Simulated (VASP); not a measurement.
ZnAu (CsCl type):

```xyz
2
Lattice="3.1470 0.0000 0.0000 0.0000 3.1470 0.0000 0.0000 0.0000 3.1470" Properties=species:S:1:pos:R:3 pbc="T T T"
Zn    0.0000    0.0000    0.0000
Au    1.5735    1.5735    1.5735
```

| Quantity | Value |
| --- | --- |
| Program | VASP 6.6.1 |
| Task | relaxation of cell and atoms |
| Functional | PBE |
| Potentials or basis | VASP PAW PBE potentials, release 64 (Zn, Au) |
| Cutoff | 600 eV |
| k mesh | 14 × 14 × 14 |
| Occupations | fermi-dirac, width 0.05 eV |
| Spin | no spin polarisation |

At the start: pressure 4.9 GPa; volume 15.58 Å³/atom.

Q: Where does the relaxation end?

A: Over 3 steps the energy falls by 9.1 meV/atom and the volume is 16.20 Å³/atom (+3.9 %); space group Pm-3m (No. 221, to 0.05 Å).

Step by step:
```tsv
step	energy change (eV)	largest force (eV/Å)	pressure (GPa)	volume (Å³)
1	0.0000	0.0000	4.92	31.17
2	-0.0081	0.0000	-3.17	33.37
3	-0.0182	0.0000	-0.03	32.40
```

Final structure:
```
CELL_PARAMETERS angstrom
3.18789 0.00000 0.00000
0.00000 3.18789 0.00000
0.00000 0.00000 3.18789
ATOMIC_POSITIONS crystal
Zn 0.00000 0.00000 0.00000
Au 0.50000 0.50000 0.50000
```
